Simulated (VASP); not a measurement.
# As (P-1) in VASP: relaxation of cell and atoms with PBE

Aim: the relaxation of cell and atoms of As with PBE.

All numbers are computed with VASP 6.6.1; they aren't measurements. Logs are shortened: lines on timing, memory, paths and dates and some standing lists are left out, and cuts for length are marked.

## 1. The cell of the first run

The typed cell holds 2 atoms: a = 3.182 Å, b = 4.999 Å, c = 3.327 Å, α = 69.79°, β = 71.15°, γ = 63.10°.

The cell was generated, and may not be a known phase.

## 2. Relaxation of cell and atoms, PBE

Input file INCAR:

```
  PREC = Accurate
  ENCUT = 510
  EDIFF = 1E-7
  ISMEAR = 0
  SIGMA = 0.1
  LREAL = F
  LASPH = T
  NELM = 120
  ALGO = Normal
  ISIF = 3
  LWAVE = F
  LCHARG = F
  GGA = PE
  IBRION = 2
  NSW = 90
  EDIFFG = -0.04
  GGA_COMPAT = F
  NELMIN = 4
```

Input file KPOINTS:

```
regular mesh
0
Gamma
  6 4 6
```

Input file POSCAR:

```
As
1.0
    3.1822968234      0.0000000000      0.0000000000
    2.2615041862      4.4584239677      0.0000000000
    1.0749944224      0.7433682491      3.0593898759
As
2
Direct
    0.3044772220      0.0197831568      0.1766258656
    0.6255773498      0.1397033230      0.2906067863
```

Potentials or basis: VASP PAW PBE potentials, release 64 (As_d).

Command:

```sh
$ cat potpaw_PBE.64/As_d/POTCAR > POTCAR
$ mpirun -np 1 vasp_std > vasp.out
```

OUTCAR:

```text
PREC = Accurate
   ENCUT = 510
   EDIFF = 1E-7
   ISMEAR = 0
   LREAL = F
   LASPH = T
   NELM = 120
   ISIF = 3
   GGA = PE
   IBRION = 2
   NSW = 90
   EDIFFG = -0.04
   NELMIN = 4

 ion  position               nearest neighbor table
   1  0.304  0.020  0.177-   2 1.58   2 1.90   2 2.73
   2  0.626  0.140  0.291-   1 1.58   1 1.90   1 2.73

  LATTYP: Found a triclinic cell.
 ALAT       =     3.7885599079
 B/A-ratio  =     1.9948873854
 C/A-ratio  =     1.5993190565
 COS(alpha) =     0.0058035437
 COS(beta)  =     0.5210425695
 COS(gamma) =     0.8190458964

  Lattice vectors:

 A1 = (   2.1073024010,  -0.7433682491,  -3.0593898759)
 A2 = (   3.2938121648,   2.9716874695,  -6.1187797518)
 A3 = (   4.1030894606,  -4.4584239677,   0.0000000000)

Analysis of symmetry for initial positions (statically):
=====================================================================
 Subroutine PRICEL returns:
 Original cell was already a primitive cell.

 Routine SETGRP: Setting up the symmetry group for a
 triclinic supercell.

 Subroutine GETGRP returns: Found  2 space group operations
 (whereof  1 operations were pure point group operations)
 out of a pool of  2 trial point group operations.

The static configuration has the point symmetry C_1 .
 The point group associated with its full space group is S_2 .

Analysis of symmetry for dynamics (positions and initial velocities):
=====================================================================
 Subroutine PRICEL returns:
 Original cell was already a primitive cell.

 Routine SETGRP: Setting up the symmetry group for a
 triclinic supercell.

 Subroutine GETGRP returns: Found  2 space group operations
 (whereof  1 operations were pure point group operations)
 out of a pool of  2 trial point group operations.

The dynamic configuration has the point symmetry C_1 .
 The point group associated with its full space group is S_2 .

 Subroutine INISYM returns: Found  2 space group operations
 (whereof  1 operations are pure point group operations),
 and found     1 'primitive' translations

----------------------------------------------------------------------------------------

                                     Primitive cell

  volume of cell :      43.4067

  direct lattice vectors                    reciprocal lattice vectors
     3.182296823  0.000000000  0.000000000     0.314238443 -0.159395239 -0.071685932
     2.261504186  4.458423968  0.000000000     0.000000000  0.224294506 -0.054498910
     1.074994422  0.743368249  3.059389876     0.000000000  0.000000000  0.326862558

  length of vectors
     3.182296823  4.999194481  3.326871770     0.359571292  0.230820615  0.326862558

  position of ions in fractional coordinates (direct lattice)
     0.304477222  0.019783157  0.176625866
     0.625577350  0.139703323  0.290606786

  ion indices of the primitive-cell ions
   primitive index   ion index
                 1           1
                 2           2

----------------------------------------------------------------------------------------

 KPOINTS: regular mesh

Automatic generation of k-mesh.
 Grid dimensions read from file:
 generate k-points for:    6    4    6

 Generating k-lattice:

  Cartesian coordinates                     Fractional coordinates (reciprocal lattice)
     0.052373074 -0.026565873 -0.011947655     0.166666667  0.000000000  0.000000000
     0.000000000  0.056073626 -0.013624728     0.000000000  0.250000000  0.000000000
     0.000000000  0.000000000  0.054477093     0.000000000  0.000000000  0.166666667

  Length of vectors
     0.059928549  0.057705154  0.054477093

  Shift w.r.t. Gamma in fractional coordinates (k-lattice)
     0.000000000  0.000000000  0.000000000

 Subroutine IBZKPT returns following result:
 ===========================================

 Found     76 irreducible k-points:

 Following reciprocal coordinates:
            Coordinates               Weight
  0.000000  0.000000  0.000000      1.000000
  0.166667 -0.000000  0.000000      2.000000
  0.333333 -0.000000  0.000000      2.000000
  0.500000 -0.000000  0.000000      1.000000
  0.000000  0.250000  0.000000      2.000000
  0.166667  0.250000  0.000000      2.000000
[... 16 lines left out ...]
  0.333333  0.250000  0.166667      2.000000
  0.500000  0.250000  0.166667      2.000000
 [... further k-points ...]
   k-points           NKPTS =     76   k-points in BZ     NKDIM =     76   number of bands    NBANDS=     19
   number of dos      NEDOS =    301   number of ions     NIONS =      2
   total plane-waves  NPLWV =  26880
   dimension x,y,z NGX =    24 NGY =   40 NGZ =   28
   dimension x,y,z NGXF=    48 NGYF=   80 NGZF=   56
   ions per type =               2
   NGX,Y,Z   is equivalent  to a cutoff of  12.54, 13.30, 13.99 a.u.
   NGXF,Y,Z  is equivalent  to a cutoff of  25.08, 26.60, 27.98 a.u.
 SYSTEM =  unknown system
   PREC   = accura    normal or accurate (medium, high low for compatibility)
   ISTART =      0    job   : 0-new  1-cont  2-samecut
   ICHARG =      2    charge: 1-file 2-atom 10-const
   ISPIN  =      1    spin polarized calculation?
   LNONCOLLINEAR =      F non collinear calculations
   LSORBIT =      F    spin-orbit coupling
   LASPH  =      T    aspherical Exc in radial PAW
   ENCUT  =  510.0 eV  37.48 Ry    6.12 a.u.   5.86  9.21  6.13*2*pi/ulx,y,z
   NELM   =    120;   NELMIN=  4; NELMDL= -5     # of ELM steps
   EDIFF  = 0.1E-06   stopping-criterion for ELM
   LREAL  =      F    real-space projection
   EDIFFG = -.4E-01   stopping-criterion for IOM
   NSW    =     90    number of steps for IOM
   IBRION =      2    ionic relax: 0-MD 1-quasi-New 2-CG
   NFREE  =      1    steps in history (QN), initial steepest desc. (CG)
   ISIF   =      3    stress and relaxation
   ISYM   =      2    0-nonsym 1-usesym 2-fastsym
   POTIM  = 0.5000    time-step for ionic-motion
   TEBEG  =    0.0;   TEEND  =   0.0 temperature during run
   PSTRESS=    0.0 pullay stress
   NELECT =      30.0000    total number of electrons
   NUPDOWN=      -1.0000    fix difference up-down
   EMIN   =  10.00;   EMAX   =-10.00  energy-range for DOS
   EFERMI =   0.00;   METHOD = LEGACY
   ISMEAR =     0;   SIGMA  =   0.10  broadening in eV -4-tet -1-fermi 0-gaus
   EFERMI_NEDOS =   21; number of points for ismear=-14 and -15
   IALGO  =     38    algorithm
   IMIX   =      4    mixing-type and parameters
     AMIX     =   0.40;   BMIX     =  1.00
     AMIX_MAG =   1.60;   BMIX_MAG =  1.00
  volume/ion in A,a.u.               =      21.70       146.46
  Fermi-wavevector in a.u.,A,eV,Ry     =   1.447426  2.735238 28.504767  2.095041
  Thomas-Fermi vector in A             =   2.565382
   LORBIT       =      0    0 simple, 1 ext, 2 COOP (PROOUT), +10 PAW based schemes
   GGA     = PE    functional components
   LHFCALC =     F    Hartree Fock is set to
   AEXX    =    0.0000 exact exchange contribution
   IVDW    =     0    specifies the selected vdW correction
   LEPSILON=     F    determine dielectric tensor
   LRPA    =     F    only Hartree local field effects (RPA)
 conjugate gradient relaxation of ions
 non-spin polarized calculation
 Gauss-broadening in eV      SIGMA  =   0.10
  energy-cutoff  :      510.00
  volume of cell :       43.41
 maximum number of plane-waves:      1155
   NGX = 11   NGY = 19   NGZ = 13

--------------------------------------- Ionic step        1  -------------------------------------------

 number of electron      30.0000003 magnetization

 Free energy of the ion-electron system (eV)
  ---------------------------------------------------
  ext. energy  EPLUGINS =         0.00000000
  ---------------------------------------------------
  free energy    TOTEN  =         5.76553429 eV

  energy without entropy =        5.77536717  energy(sigma->0) =        5.77045073

------------------------ aborting loop because EDIFF is reached ----------------------------------------

  FORCE on cell =-STRESS in cart. coord.  units (eV):
  Direction    XX          YY          ZZ          XY          YZ          ZX
  --------------------------------------------------------------------------------------
  -------------------------------------------------------------------------------------
  Total       80.1703346     13.9159526      9.7645668     17.9426168      8.9143099     10.8173562
  in kB     2959.1528814    513.6492372    360.4181784    662.2767205    329.0344973    399.2775005
  external PRESSURE =    1277.7400990 kB  Pullay stress =       0.0000000 kB
[... 1151 lines left out ...]
      5     -33.0168      2.00000
      6     -33.0078      2.00000
[... 11 lines left out ...]
     18       6.8342      0.00000
     19       9.6392      0.00000

 [... further k-points ...]

[... ionic steps 4 to 74 ...]

--------------------------------------- Ionic step       75  -------------------------------------------

 number of electron      30.0000006 magnetization

------------------------ aborting loop because EDIFF is reached ----------------------------------------

  FORCE on cell =-STRESS in cart. coord.  units (eV):
  Direction    XX          YY          ZZ          XY          YZ          ZX
  --------------------------------------------------------------------------------------
  -------------------------------------------------------------------------------------
  Total       -0.0333905      0.0120649     -0.0882091     -0.0174295     -0.0200883      0.0440297
  in kB       -1.0515685      0.3799613     -2.7779725     -0.5489086     -0.6326410      1.3866295
  external PRESSURE =      -1.1498599 kB  Pullay stress =       0.0000000 kB
[... 57 lines left out ...]
  energy  without entropy=       -9.2687328089  energy(sigma->0) =       -9.26919690

--------------------------------------- Ionic step       77  -------------------------------------------

 number of electron      30.0000004 magnetization

 Free energy of the ion-electron system (eV)
  ---------------------------------------------------
  ext. energy  EPLUGINS =         0.00000000
  ---------------------------------------------------
  free energy    TOTEN  =        -9.26982971 eV

  energy without entropy =       -9.26893271  energy(sigma->0) =       -9.26938121

 E-fermi :   2.5091     XC(G=0):  -9.7096

 val. band max:        2.2876485782   @ k =   0.1667  -0.0000   0.5000
 cond. band min:       2.5128092640   @ k =   0.3333  -0.0000   0.0000
 fundamental gap:      0.2251606858
 Fermi energy:         2.5090799046

 k-point     1 :       0.0000    0.0000    0.0000
  band No.  band energies     occupation
      1     -33.5955      2.00000
      2     -33.5947      2.00000
      3     -33.5561      2.00000
      4     -33.5543      2.00000
      5     -33.5200      2.00000
      6     -33.4955      2.00000
[... 548 lines left out ...]
  FREE ENERGIE OF THE ION-ELECTRON SYSTEM (eV)
  ---------------------------------------------------
  free  energy   TOTEN  =        -9.2698297115 eV

  energy  without entropy=       -9.2689327131  energy(sigma->0) =       -9.26938121

 reached required accuracy - stopping structural energy minimisation
```

Wall time 25 min (1 thread of Intel Xeon 6975P-C (Granite Rapids), shared host); peak memory 0.23 GiB.

Results:

- Free energy: -9.2698 eV
- Relaxed volume: 25.34 Å³/atom
- Relaxed cell: a = 3.637 Å, b = 3.765 Å, c = 4.345 Å, α = 86.02°, β = 84.11°, γ = 58.90°
- Space group after relaxing (to 0.1 Å): P-1 (No. 2)
- Pressure after relaxing: 0.1 GPa
- Largest force after relaxing: 0.034 eV/Å
- Band gap on the k mesh: zero (bands 15 and 16 overlap by 0.48 eV)

Forces in eV/Å, atoms in the order of the input:
```
As   0.009  0.002 -0.032
As  -0.009 -0.002  0.032
```

Final structure:
```
CELL_PARAMETERS angstrom
3.59916 -0.25328 -0.46163
2.15317 3.07993 -0.22352
0.99190 -0.01758 4.23029
ATOMIC_POSITIONS crystal
As 0.14432 0.75257 0.07710
As 0.78573 0.40691 0.39013
```

Caveat: the k points lie up to 0.43 Å⁻¹ apart in the final cell; the volume moved by over 15 % at a fixed basis, so the end points are rough.

The gap in the log of VASP goes by the Fermi energy; the results here count the filled bands.